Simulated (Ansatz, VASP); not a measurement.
# One calculation of Cr, two programs

```xyz
3
Lattice="4.0771 0.0000 0.0000 -2.0386 3.5309 0.0000 0.0000 0.0000 2.2041" Properties=species:S:1:pos:R:3 pbc="T T T"
Cr   -2.0386    3.5309    0.0000
Cr    0.0000    2.3539    1.1021
Cr    2.0386    1.1770    1.1021
```

Alike in both runs: task single point; functional revPBE; k mesh 10 × 10 × 15; occupations fermi-dirac, width 0.05 eV; collinear spin.

|  | VASP | Ansatz |
| --- | --- | --- |
| version | VASP 6.6.1 | Ansatz 0.2.0 |
| potentials or method | VASP PAW PBE potentials, release 64 (Cr_pv), cutoff 520 eV | plane waves (420 eV) with PAW, scalar-relativistic |
| valence electrons in the cell | 36 | 42 |

|  | VASP | Ansatz | Ansatz less VASP |
| --- | --- | --- | --- |
| net moment per atom (μB) | 0.01 | 0.00 | -0.006 |

VASP's potentials were made for PBE, not for revPBE. The functional is the same, so the differences come from potentials, cutoffs and numerics. VASP's potentials hold 36 valence electrons a cell and Ansatz's 42, so a difference there can come from the potentials and not from the codes. Ansatz's warnings: seeded moment not kept.
